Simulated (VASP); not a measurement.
## TaN: single point with PBE

TaN:

```
CELL_PARAMETERS angstrom
0.00000 2.22174 2.22174
2.22174 0.00000 2.22174
2.22174 2.22174 0.00000
ATOMIC_POSITIONS crystal
Ta 0.50000 0.50000 0.50000
N 0.00000 0.00000 0.00000
```

This cell differs from its parent crystal: volume scaled by 1.06.

| Item | Value |
| --- | --- |
| Program | VASP 6.6.1 |
| Task | single point |
| Functional | PBE |
| Potentials or basis | VASP PAW PBE potentials, release 64 (Ta_pv, N) |
| Cutoff | 520 eV |
| k mesh | 9 × 9 × 9 |
| Occupations | fermi-dirac, width 0.02 eV |
| Spin | no spin polarisation |

- Pressure: -5.1 GPa
- Band gap on the k mesh: zero (band 8 reaches 10.67 eV, above the bottom of band 9 at 7.17 eV)

Levels at points of the mesh, in eV from the Fermi level:
| k point | band 5 | band 6 | band 7 | band 8 | band 9 | band 10 | band 11 | band 12 |
| --- | --- | --- | --- | --- | --- | --- | --- | --- |
| (0.00, 0.00, 0.00) | -3.64 | -3.64 | -3.64 | -1.92 | -1.92 | -1.92 | 0.15 | 0.15 |

It took 5.1 s on 1 thread of Intel(R) Xeon(R) 6975P-C (Granite Rapids) (shared host), peak memory 0.13 GiB.

Caveat: spin-orbit coupling is left out, which moves the levels of the heavy elements.
